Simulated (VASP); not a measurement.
# SnO (Cmme) in VASP: notebook, part 2 of 2

VASP 6.6.1.

**3. Single point, PBEsol (strain +0.0250 x Voigt [0, 0, 0, 0, 0, 1])**

File INCAR:

```
SYSTEM = SnO
PREC = Accurate
ENCUT = 520
EDIFF = 1E-6
ISMEAR = 0
SIGMA = 0.15
LREAL = .FALSE.
LASPH = .TRUE.
NELM = 60
ALGO = Normal
ISIF = 2
LWAVE = .FALSE.
LCHARG = .FALSE.
GGA = PS
NBANDS = 28
```

File KPOINTS:

```
regular mesh
0
G
  12 12 10
  0 0 0
```

File POSCAR:

```
SnO
1.0
    3.8020000000      0.0475250000      0.0000000000
    0.0475250000      3.8020000000      0.0000000000
    0.0000000000      0.0000000000      4.8360000000
Sn O
2 2
Direct
    0.0000000000      0.5000000000      0.2385000000
    0.5000000000      0.0000000000      0.7615000000
    0.0000000000      0.0000000000      0.0000000000
    0.5000000000      0.5000000000      0.0000000000
```

Potentials or basis: VASP PAW PBE potentials, release 64 (Sn_d, O).

Command:

```console
$ cat potpaw_PBE.64/Sn_d/POTCAR potpaw_PBE.64/O/POTCAR > POTCAR
$ mpirun -np 1 vasp_std > vasp.out
```

OUTCAR:

```text
SYSTEM = SnO
   PREC = Accurate
   ENCUT = 520
   EDIFF = 1E-6
   ISMEAR = 0
   LREAL = .FALSE.
   LASPH = .TRUE.
   NELM = 60
   ISIF = 2
   GGA = PS

 ion  position               nearest neighbor table
   1  0.000  0.500  0.239-   3 2.22   4 2.22   3 2.22   4 2.22   2 3.52   2 3.52   2 3.57   2 3.57
                             2 3.67   2 3.67   2 3.72   2 3.72
   2  0.500  0.000  0.761-   3 2.22   4 2.22   4 2.22   3 2.22   1 3.52   1 3.52   1 3.57   1 3.57
                             1 3.67   1 3.67   1 3.72   1 3.72
   3  0.000  0.000  0.000-   1 2.22   2 2.22   1 2.22   2 2.22
   4  0.500  0.500  0.000-   1 2.22   2 2.22   2 2.22   1 2.22

  LATTYP: Found a base centered orthorhombic cell.
 ALAT       =     5.3096294646
 B/A-ratio  =     1.0253164557
 C/A-ratio  =     0.9107980194

  Lattice vectors:

 A1 = (  -0.0475250000,  -3.8020000000,   0.0000000000)
 A2 = (   3.8020000000,   0.0475250000,   0.0000000000)
 A3 = (   0.0000000000,   0.0000000000,   4.8360000000)

Analysis of symmetry for initial positions (statically):
=====================================================================
 Subroutine PRICEL returns:
 Original cell was already a primitive cell.

 Routine SETGRP: Setting up the symmetry group for a
 base centered orthorhombic supercell.

 Subroutine GETGRP returns: Found  8 space group operations
 (whereof  4 operations were pure point group operations)
 out of a pool of  8 trial point group operations.

The static configuration has the point symmetry D_2 .
 The point group associated with its full space group is D_2h.

Analysis of symmetry for dynamics (positions and initial velocities):
=====================================================================
 Subroutine PRICEL returns:
 Original cell was already a primitive cell.

 Routine SETGRP: Setting up the symmetry group for a
 base centered orthorhombic supercell.

 Subroutine GETGRP returns: Found  8 space group operations
 (whereof  4 operations were pure point group operations)
 out of a pool of  8 trial point group operations.

The dynamic configuration has the point symmetry D_2 .
 The point group associated with its full space group is D_2h.

 Subroutine INISYM returns: Found  8 space group operations
 (whereof  4 operations are pure point group operations),
 and found     1 'primitive' translations

----------------------------------------------------------------------------------------

                                     Primitive cell

  volume of cell :      69.8944

  direct lattice vectors                    reciprocal lattice vectors
     3.802000000  0.047525000  0.000000000     0.263060567 -0.003288257  0.000000000
     0.047525000  3.802000000  0.000000000    -0.003288257  0.263060567  0.000000000
     0.000000000  0.000000000  4.836000000     0.000000000  0.000000000  0.206782465

  length of vectors
     3.802297020  3.802297020  4.836000000     0.263081117  0.263081117  0.206782465

  position of ions in fractional coordinates (direct lattice)
     0.000000000  0.500000000  0.238500000
     0.500000000  0.000000000  0.761500000
     0.000000000  0.000000000  0.000000000
     0.500000000  0.500000000  0.000000000

  ion indices of the primitive-cell ions
   primitive index   ion index
                 1           1
                 2           2
[... 27 lines left out ...]
 Found    258 irreducible k-points:

 Following reciprocal coordinates:
            Coordinates               Weight
  0.000000  0.000000  0.000000      1.000000
  0.083333  0.000000  0.000000      4.000000
  0.166667  0.000000  0.000000      4.000000
  0.250000  0.000000  0.000000      4.000000
  0.333333  0.000000  0.000000      4.000000
  0.416667  0.000000  0.000000      4.000000
[... 16 lines left out ...]
  0.500000  0.166667  0.000000      4.000000
 -0.416667  0.166667  0.000000      4.000000
 [... further k-points ...]
   k-points           NKPTS =    258   k-points in BZ     NKDIM =    258   number of bands    NBANDS=     28
   number of dos      NEDOS =    301   number of ions     NIONS =      4
   total plane-waves  NPLWV =  28224
   dimension x,y,z NGX =    28 NGY =   28 NGZ =   36
   dimension x,y,z NGXF=    56 NGYF=   56 NGZF=   72
   ions per type =               2   2
   NGX,Y,Z   is equivalent  to a cutoff of  12.24, 12.24, 12.38 a.u.
   NGXF,Y,Z  is equivalent  to a cutoff of  24.48, 24.48, 24.75 a.u.
 SYSTEM =  SnO
   PREC   = accura    normal or accurate (medium, high low for compatibility)
   ISTART =      0    job   : 0-new  1-cont  2-samecut
   ICHARG =      2    charge: 1-file 2-atom 10-const
   ISPIN  =      1    spin polarized calculation?
   LNONCOLLINEAR =      F non collinear calculations
   LSORBIT =      F    spin-orbit coupling
   LASPH  =      T    aspherical Exc in radial PAW
   ENCUT  =  520.0 eV  38.22 Ry    6.18 a.u.   7.07  7.07  8.99*2*pi/ulx,y,z
   NELM   =     60;   NELMIN=  2; NELMDL= -5     # of ELM steps
   EDIFF  = 0.1E-05   stopping-criterion for ELM
   LREAL  =      F    real-space projection
   EDIFFG = 0.1E-04   stopping-criterion for IOM
   NSW    =      0    number of steps for IOM
   IBRION =     -1    ionic relax: 0-MD 1-quasi-New 2-CG
   NFREE  =      0    steps in history (QN), initial steepest desc. (CG)
   ISIF   =      2    stress and relaxation
   ISYM   =      2    0-nonsym 1-usesym 2-fastsym
   POTIM  = 0.5000    time-step for ionic-motion
   TEBEG  =    0.0;   TEEND  =   0.0 temperature during run
   PSTRESS=    0.0 pullay stress
   NELECT =      40.0000    total number of electrons
   NUPDOWN=      -1.0000    fix difference up-down
   EMIN   =  10.00;   EMAX   =-10.00  energy-range for DOS
   EFERMI =   0.00;   METHOD = LEGACY
   ISMEAR =     0;   SIGMA  =   0.15  broadening in eV -4-tet -1-fermi 0-gaus
   EFERMI_NEDOS =   21; number of points for ismear=-14 and -15
   IALGO  =     38    algorithm
   IMIX   =      4    mixing-type and parameters
     AMIX     =   0.40;   BMIX     =  1.00
     AMIX_MAG =   1.60;   BMIX_MAG =  1.00
  volume/ion in A,a.u.               =      17.47       117.92
  Fermi-wavevector in a.u.,A,eV,Ry     =   1.359191  2.568499 25.135419  1.847401
  Thomas-Fermi vector in A             =   2.485960
   LORBIT       =      0    0 simple, 1 ext, 2 COOP (PROOUT), +10 PAW based schemes
   GGA     = PS    functional components
   LHFCALC =     F    Hartree Fock is set to
   AEXX    =    0.0000 exact exchange contribution
   IVDW    =     0    specifies the selected vdW correction
   LEPSILON=     F    determine dielectric tensor
   LRPA    =     F    only Hartree local field effects (RPA)
 non-spin polarized calculation
 Gauss-broadening in eV      SIGMA  =   0.15
  energy-cutoff  :      520.00
  volume of cell :       69.89
 maximum number of plane-waves:      1904
   NGX = 15   NGY = 15   NGZ = 17

 number of electron      39.9999996 magnetization

 Free energy of the ion-electron system (eV)
  ---------------------------------------------------
  ext. energy  EPLUGINS =         0.00000000
  ---------------------------------------------------
  free energy    TOTEN  =       -24.20061926 eV

  energy without entropy =      -24.19937972  energy(sigma->0) =      -24.19999949

 E-fermi :   7.1554     XC(G=0): -10.4986

 val. band max:        7.0854991396   @ k =   0.5000   0.5000   0.0000
 cond. band min:       7.1821048137   @ k =   0.5000   0.5000   0.1000
 fundamental gap:      0.0966056741
 Fermi energy:         7.1553572497

 k-point     1 :       0.0000    0.0000    0.0000
  band No.  band energies     occupation
      1     -14.8761      2.00000
      2     -14.4393      2.00000
      3     -14.4254      2.00000
      4     -14.4199      2.00000
      5     -14.3798      2.00000
      6     -14.3751      2.00000
[... 733 lines left out ...]
     27      14.9729      0.00000
     28      15.5661      0.00000

 [... further k-points ...]

------------------------ aborting loop because EDIFF is reached ----------------------------------------

  FORCE on cell =-STRESS in cart. coord.  units (eV):
  Direction    XX          YY          ZZ          XY          YZ          ZX
  --------------------------------------------------------------------------------------
  -------------------------------------------------------------------------------------
  Total        0.1563543      0.1563543     -0.0413195     -0.9075340      0.0000000      0.0000000
  in kB        3.5840798      3.5840798     -0.9471595    -20.8032340      0.0000000      0.0000000
  external PRESSURE =       2.0736667 kB  Pullay stress =       0.0000000 kB

 VOLUME and BASIS-vectors are now :
 -----------------------------------------------------------------------------
  energy-cutoff  :      520.00
  volume of cell :       69.89
      direct lattice vectors                 reciprocal lattice vectors
     3.802000000  0.047525000  0.000000000     0.263060567 -0.003288257  0.000000000
     0.047525000  3.802000000  0.000000000    -0.003288257  0.263060567  0.000000000
     0.000000000  0.000000000  4.836000000     0.000000000  0.000000000  0.206782465

 POSITION                                       TOTAL-FORCE (eV/Angst)
 -----------------------------------------------------------------------------------
      0.02376      1.90100      1.15339        -0.000000      0.000000      0.147330
      1.90100      0.02376      3.68261        -0.000000      0.000000     -0.147330
      0.00000      0.00000      0.00000         0.000000      0.000000     -0.000000
      1.92476      1.92476      0.00000        -0.000000      0.000000     -0.000000
 -----------------------------------------------------------------------------------
    total drift:                                0.000000      0.000000      0.000000

  FREE ENERGIE OF THE ION-ELECTRON SYSTEM (eV)
  ---------------------------------------------------
  free  energy   TOTEN  =       -24.2006192613 eV

  energy  without entropy=      -24.1993797173  energy(sigma->0) =      -24.19999949
```

stdout:

```text
POSCAR found type information on POSCAR SnO
 POSCAR found :  2 types and       4 ions
 scaLAPACK will be used
 -----------------------------------------------------------------------------
|                                                                             |
|                                                                             |
|     You enforced a specific xc type in the INCAR file but a different       |
|     I HOPE YOU KNOW WHAT YOU ARE DOING!                                     |
|                                                                             |
 -----------------------------------------------------------------------------

 LDA part: xc-table for (Slater+PW92), standard interpolation
 POSCAR, INCAR and KPOINTS ok, starting setup
 FFT: planning ... GRIDC
 FFT: planning ... GRID_SOFT
 FFT: planning ... GRID
 WAVECAR not read
 entering main loop
```

Run time: 11 min. Hardware: 1 thread of Intel Xeon 8259CL, shared host; peak memory 0.48 GiB.

What came out:

* Free energy: -24.2006 eV
* Pressure: 0.2 GPa
* Largest force: 0.147 eV/Å
* Band gap on the k mesh: zero (bands 20 and 21 overlap by 0.03 eV)

Forces on the atoms (eV/Å):
```
Sn   0.000  0.000  0.147
Sn   0.000  0.000 -0.147
O    0.000  0.000  0.000
O    0.000  0.000  0.000
```

Levels at points of the mesh, in eV from the Fermi level:
| k point | band 18 | band 19 | band 20 | band 21 | band 22 | band 23 |
| --- | --- | --- | --- | --- | --- | --- |
| (0.00, 0.00, 0.00) | -3.46 | -3.12 | -0.11 | 1.93 | 4.18 | 4.47 |
| (0.50, 0.00, 0.00) | -4.99 | -2.85 | -2.85 | 3.04 | 3.04 | 5.73 |
| (0.50, 0.50, 0.00) | -2.51 | -2.07 | -1.94 | -0.13 | -0.07 | 4.15 |
| (0.00, 0.00, 0.50) | -3.24 | -3.14 | -2.35 | 1.49 | 2.71 | 2.88 |
| (0.50, 0.00, 0.50) | -4.95 | -1.86 | -1.86 | 2.43 | 2.43 | 5.27 |
| (0.50, 0.50, 0.50) | -2.74 | -2.66 | -2.51 | 2.17 | 2.22 | 3.83 |

Caveat: the cell differs from its parent crystal (strain +0.0250 x Voigt [0, 0, 0, 0, 0, 1]); semilocal functionals underestimate gaps, and a narrow one can read as zero; the PAW data sets were made with another functional, which shifts forces and pressure a little; spin-orbit coupling is left out, which moves the levels of the heavy elements.

The gap in the log of VASP goes by the Fermi energy; the results here count the filled bands.